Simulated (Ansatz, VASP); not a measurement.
ZnS in VASP and in Ansatz

```
Zn S
1.0
     3.78224    0.00000    0.00000
    -1.89112    3.27551    0.00000
     0.00000    0.00000    6.20818
Zn S
2 2
Direct
  0.33333 0.66667 0.95323
  0.66667 0.33333 0.45323
  0.33333 0.66667 0.42177
  0.66667 0.33333 0.92177
```

Change from the starting cell: polar distortion scaled by 0.25.

Alike in both runs: task single point; functional LDA; k mesh 9 × 9 × 6; no spin polarisation.

```csv
,VASP,Ansatz
version,VASP 6.6.1,Ansatz 0.2.0
potentials or method,"VASP PAW LDA potentials, release 64 (Zn, S), cutoff 520 eV","scalar-relativistic, plane waves, PAW"
occupations,"gaussian, width 0.01 eV",fixed
valence electrons in the cell,36,36
```

VASP gave:

| Quantity | Value |
| --- | --- |
| gap on the k mesh at the Fermi level (eV) | 2.43 |
| least direct gap on the mesh (eV) | 2.44 |
| pressure (GPa) | 2.7 |
| traceless stress, the component that is largest in VASP (GPa) | -5.18 |
| rms of the force components (eV/Å) | 0.294 |

Which values does Ansatz return?

gap on the k mesh at the Fermi level (eV): 2.40; least direct gap on the mesh (eV): 2.41; pressure (GPa): 2.4; traceless stress, the component that is largest in VASP (GPa): -4.95; rms of the force components (eV/Å): 0.290.

Ansatz warns that its potentials were made for another functional, while VASP's fit it. LDA's correlation is that of Perdew and Zunger in VASP and of Perdew and Wang (1992) in Ansatz. Atom by atom the forces differ by 0.004 eV/Å (rms over components).
